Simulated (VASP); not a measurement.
## C: single point with PBE

The system is C.

```
CELL_PARAMETERS angstrom
1.23326 0.71202 8.68486
-1.23326 0.71202 8.68486
0.00000 -1.42404 8.68486
ATOMIC_POSITIONS crystal
C 0.91752 0.91752 0.91752
C 0.25085 0.25085 0.25085
C 0.74915 0.74915 0.74915
C 0.08248 0.08248 0.08248
```

| Property | Result |
| --- | --- |
| Program | VASP 6.6.1 |
| Task | single point |
| Functional | PBE |
| Potentials or basis | VASP PAW PBE potentials, release 64 (C) |
| Cutoff | 520 eV |
| k mesh | 18 × 18 × 18 |
| Occupations | gaussian, width 0.01 eV |
| Spin | no spin polarisation |

```yaml
Pressure: 0.4 GPa
```

Stress tensor (GPa, compression positive):
```
 0.55  0.00  0.00
 0.00  0.55  0.00
 0.00  0.00 -0.04
```

It took 51 min on 1 thread of Intel(R) Xeon(R) 6975P-C (Granite Rapids), on a shared host, peak memory 0.84 GiB.

Caveat: this functional lacks dispersion, which binds layers or chains, so the pressure and a relaxed spacing across them are unreliable.
